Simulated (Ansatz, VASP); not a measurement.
**Two plane-wave programs on CdSe**

```xyz
2
Lattice="-0.2273 2.7886 3.0984 3.0984 -0.2273 3.0984 2.8711 2.5613 0.0000" Properties=species:S:1:pos:R:3 pbc="T T T"
Cd    0.0000    0.0000    0.0000
Se    4.3067    3.8420    4.6476
```

Change from the starting cell: engineering shear strain xz -0.1467, normal strain along z -0.1000.

Alike in both runs: task single point; functional PBE; k mesh 10 × 10 × 10; occupations gaussian, width 0.05 eV; no spin polarisation.

```csv
,VASP,Ansatz
version,VASP 6.6.1,Ansatz 0.2.0
potentials or method,"VASP PAW PBE potentials, release 64 (Cd, Se), cutoff 520 eV","scalar-relativistic, plane waves, PAW"
valence electrons in the cell,18,36
```

|  | VASP | Ansatz | Ansatz less VASP |
| --- | --- | --- | --- |
| gap on the k mesh at the Fermi level (eV) | 0.23 | 0.24 | +0.002 |
| least direct gap on the mesh (eV) | 0.23 | 0.24 | +0.002 |
| pressure (GPa) | 8.3 | 7.9 | -0.44 |
| traceless stress, the component that is largest in VASP (GPa) | 9.08 | 8.87 | -0.205 |
| rms of the force components (eV/Å) | 0.864 | 0.834 | -0.0299 |

Atom by atom the forces differ by 0.030 eV/Å (rms over components). With one functional, cell and mesh, what is left measures potentials, basis and numerics. VASP's potentials hold 18 valence electrons a cell and Ansatz's 36, so a difference there can come from the potentials and not from the codes.
